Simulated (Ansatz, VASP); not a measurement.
## AlB3P4 in VASP and in Ansatz

File INCAR:

```
PREC = Accurate
ENCUT = 600
EDIFF = 1E-6
ISMEAR = 0
SIGMA = 0.1
LREAL = F
LASPH = T
NELM = 60
ALGO = Normal
ISIF = 3
LWAVE = F
LCHARG = F
GGA = PE
IBRION = 2
NSW = 90
EDIFFG = -0.04
```

Contents of KPOINTS:

```
Automatic mesh
0
Gamma
  6 6 2
```

POSCAR

```
AlB3P4
1.0
    3.4587202800      0.0000000000      0.0000000000
   -1.7293601400      2.9953396300      0.0000000000
    0.0000000000      0.0000000000     11.4774610800
Al B P
1 3 4
Direct
    0.6666666700      0.3333333300      0.7502036700
    0.6666666700      0.3333333300      0.2502036700
    0.3333333300      0.6666666700      0.0002036700
    0.3333333300      0.6666666700      0.5002036700
    0.6666666700      0.3333333300      0.4372963300
    0.6666666700      0.3333333300      0.9372963300
    0.3333333300      0.6666666700      0.1872963300
    0.3333333300      0.6666666700      0.6872963300
```

Input for Ansatz:

```yaml
crystal:
  lattice:
    - [3.45872028, 0.0, 0.0]
    - [-1.72936014, 2.99533963, 0.0]
    - [0.0, 0.0, 11.47746108]
  atoms:
    - { symbol: Al, position: [0.66666667, 0.33333333, 0.75020367] }
    - { symbol: B, position: [0.66666667, 0.33333333, 0.25020367] }
    - { symbol: B, position: [0.33333333, 0.66666667, 0.00020367] }
    - { symbol: B, position: [0.33333333, 0.66666667, 0.50020367] }
    - { symbol: P, position: [0.66666667, 0.33333333, 0.43729633] }
    - { symbol: P, position: [0.66666667, 0.33333333, 0.93729633] }
    - { symbol: P, position: [0.33333333, 0.66666667, 0.18729633] }
    - { symbol: P, position: [0.33333333, 0.66666667, 0.68729633] }
basis:
  ecutwfc: 420
kpoints:
  mp_grid: { grid: [6, 6, 2] }
hamiltonian:
  xc: pbe
scf:
  occupations: { method: gaussian, width: 0.1 }
  lower_state_search: "off"
output:
  forces: true
  stress: true
  eigenvalues: true
relax:
  adjacent_minimum: "off"
  f_tol: 0.04
  max_steps: 70
  cell: { stress_tol: 0.4 }
```

Alike in both runs: task relaxation of cell and atoms; functional PBE; k mesh 6 × 6 × 2; occupations gaussian, width 0.1 eV; no spin polarisation.

|  | VASP | Ansatz |
| --- | --- | --- |
| version | VASP 6.6.1 | Ansatz 0.2.0 |
| potentials or method | VASP PAW PBE potentials, release 64 (Al, B, P), cutoff 600 eV | scalar-relativistic, plane waves, PAW |
| valence electrons in the cell | 32 | 32 |

VASP gave:

```
gap on the k mesh at the Fermi level, each at its own relaxed structure (eV)  : none
relaxed volume (Å³/atom)                                                      : 13.69
relaxed length of the cell vector where the two differ most in proportion (Å) : 11.408
```

Problem. Estimate Ansatz's values.

Solution. gap on the k mesh at the Fermi level, each at its own relaxed structure (eV): none; relaxed volume (Å³/atom): 13.70; relaxed length of the cell vector where the two differ most in proportion (Å): 11.412.

A gap of «none» marks a metal or a gap that the smearing closes.
